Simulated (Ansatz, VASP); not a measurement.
CdTe: VASP beside Ansatz

```xyz
2
Lattice="0.0000 3.2050 3.2851 3.2050 0.0000 3.2851 3.2050 3.2050 0.0000" Properties=species:S:1:pos:R:3 pbc="T T T"
Cd    0.0000    0.0000    0.0000
Te    4.8075    4.8075    4.9277
```

Change from the starting cell: strain +0.000 along x and y, +0.025 along z, atoms carried along.

Alike in both runs: task single point; functional r2SCAN; k mesh 8 × 8 × 8; occupations gaussian, width 0.05 eV; no spin polarisation.

|  | VASP | Ansatz |
| --- | --- | --- |
| version | VASP 6.6.1 | Ansatz 0.2.0 |
| potentials or method | VASP PAW PBE potentials, release 64 (Cd, Te), cutoff 520 eV | scalar-relativistic, plane waves, PAW |
| valence electrons in the cell | 18 | 36 |

VASP gave:

```
gap on the k mesh at the Fermi level (eV)                     : 1.27
least direct gap on the mesh (eV)                             : 1.27
pressure (GPa)                                                : 2.1
traceless stress, the component that is largest in VASP (GPa) : -0.27
```

Task: Estimate Ansatz's values.

Result: gap on the k mesh at the Fermi level (eV): 1.28; least direct gap on the mesh (eV): 1.28; pressure (GPa): 1.9; traceless stress, the component that is largest in VASP (GPa): -0.27.

VASP's potentials were made for PBE, not for r2SCAN. VASP's potentials hold 18 valence electrons a cell and Ansatz's 36, so a difference there can come from the potentials and not from the codes.

Neither program's run includes spin-orbit coupling.
